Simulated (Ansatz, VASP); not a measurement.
**Ga3Ir2 in VASP and in Ansatz**

```xyz
5
Lattice="4.2554 0.0000 0.0000 -2.1277 3.6852 0.0000 0.0000 0.0000 7.6079" Properties=species:S:1:pos:R:3 pbc="T T T"
Ga    0.0000    0.0000    5.1421
Ga    0.0000    0.0000    2.4658
Ga    0.0000    0.0000    0.0000
Ir    0.0000    2.4568    3.8040
Ir    2.1277    1.2284    3.8040
```

Alike in both runs: functional PBE; k mesh 6 × 6 × 4; occupations gaussian, width 0.1 eV; no spin polarisation.

Ansatz relaxed the structure, and its values are those at the end. VASP's run is a single point on that final structure, the one shown.

|  | VASP | Ansatz |
| --- | --- | --- |
| version | VASP 6.6.1 | Ansatz 0.2.0 |
| potentials or method | VASP PAW PBE potentials, release 64 (Ga_d, Ir), cutoff 520 eV | scalar-relativistic, plane waves, PAW |
| valence electrons in the cell | 57 | 73 |

VASP gave:

| Item | Value |
| --- | --- |
| gap on the k mesh at the Fermi level (eV) | none |
| pressure (GPa) | -0.1 |
| rms of the force components (eV/Å) | 0.009 |

Q: Which values does Ansatz return?

A: gap on the k mesh at the Fermi level (eV): none; pressure (GPa): -0.2; rms of the force components (eV/Å): 0.005.

A gap of «none» marks a metal or a gap that the smearing closes. With one functional, cell and mesh, what is left measures potentials, basis and numerics. VASP's potentials hold 57 valence electrons a cell and Ansatz's 73, so a difference there can come from the potentials and not from the codes.

Neither program's run includes spin-orbit coupling.
